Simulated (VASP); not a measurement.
Set up this calculation in VASP 6.6.1, as the native input.

| Item | Value |
| --- | --- |
| Task | single point |
| Functional | PBE |
| Potentials or basis | VASP PAW PBE potentials, release 64 (Hf_pv) |
| Cutoff | 520 eV |
| k mesh | 6 × 6 × 4 |
| Occupations | gaussian, width 0.1 eV |
| Spin | no spin polarisation |
| Dipole correction | no |
| Further INCAR settings | ALGO = Fast; EDIFF = 1e-06; NBANDS = 17 |

The structure of Hf lies in POSCAR:

```
Hf
1.0
    3.1923846300      0.0000000000      0.0000000000
   -1.5961923200      2.7646861900      0.0000000000
    0.0000000000      0.0000000000      5.0450416400
Hf
2
Direct
    0.3333333300      0.6666666700      0.2500000000
    0.6666666700      0.3333333300      0.7500000000
```

The input as run:

INCAR

```
SYSTEM = Hf
ALGO     = Fast           ! electronic algorithm
EDIFF    = 1E-6           ! SCF threshold, eV
ENCUT    = 520            ! plane-wave cutoff, eV
GGA      = PE             ! functional
ISIF     = 2              ! what is computed and relaxed
ISMEAR   = 0              ! smearing method
LASPH    = .True.         ! aspherical terms in the spheres
LCHARG   = .False.        ! write CHGCAR
LREAL    = .False.        ! projectors in reciprocal space
LWAVE    = .False.        ! write WAVECAR
NBANDS   = 17             ! bands
NELM     = 80             ! most SCF steps
PREC     = Accurate       ! precision mode
SIGMA    = 0.1            ! smearing width, eV
```

KPOINTS

```
k-points
0
Gamma
  6 6 4
  0 0 0
```

Potentials or basis: VASP PAW PBE potentials, release 64 (Hf_pv).

Launch:

```sh
$ cat potpaw_PBE.64/Hf_pv/POTCAR > POTCAR
$ mpirun -np 1 vasp_std > vasp.out
```

It gave:

```yaml
Pressure: 1.2 GPa
Band_gap_on_the_k_mesh: zero (bands 10 and 11 overlap by 1.37 eV)
```

Caveat: the k points lie up to 0.38 Å⁻¹ apart, too coarse for converged energies and pressures of a metal; spin-orbit coupling is left out, which moves the levels of the heavy elements.

It took 20 s on 1 thread of Intel Xeon 8259CL (shared host), peak memory 0.16 GiB.
